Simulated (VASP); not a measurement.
A run of VASP 6.6.1:

The input INCAR:

```
  ALGO = Normal
  EDIFF = 1E-7
  EDIFFG = -0.005
  ENCUT = 600
  GGA = CA
  IBRION = 2
  ISIF = 4
  ISMEAR = -1
  LASPH = T
  LCHARG = F
  LREAL = F
  LWAVE = F
  NELM = 80
  NSW = 50
  PREC = Accurate
  SIGMA = 0.1
```

The input KPOINTS:

```
k-points
0
Gamma
  9 9 5
```

File POSCAR:

```
Cs
1.0
    4.9747281001      0.0000000000      0.0000000000
   -2.4873640501      4.3082409116      0.0000000000
    0.0000000000      0.0000000000      8.0590595222
Cs
2
Direct
    0.3333333333      0.6666666667      0.2500000000
    0.6666666667      0.3333333333      0.7500000000
```

Potentials or basis: VASP PAW LDA potentials, release 64 (Cs_sv).

Run with:

```bash
$ cat potpaw_LDA.64/Cs_sv/POTCAR > POTCAR
$ mpirun -np 1 vasp_std > vasp.out
```

Hardware: 1 thread of Oxide Virtual Turin-like Processor, with other jobs on the host.

How long does it take, and how much memory?

Run time: 3.8 min on 1 thread of Oxide Virtual Turin-like Processor, on a shared host, peak memory 0.26 GiB. Counts: scf iterations 33, k points 36, ion steps 4.
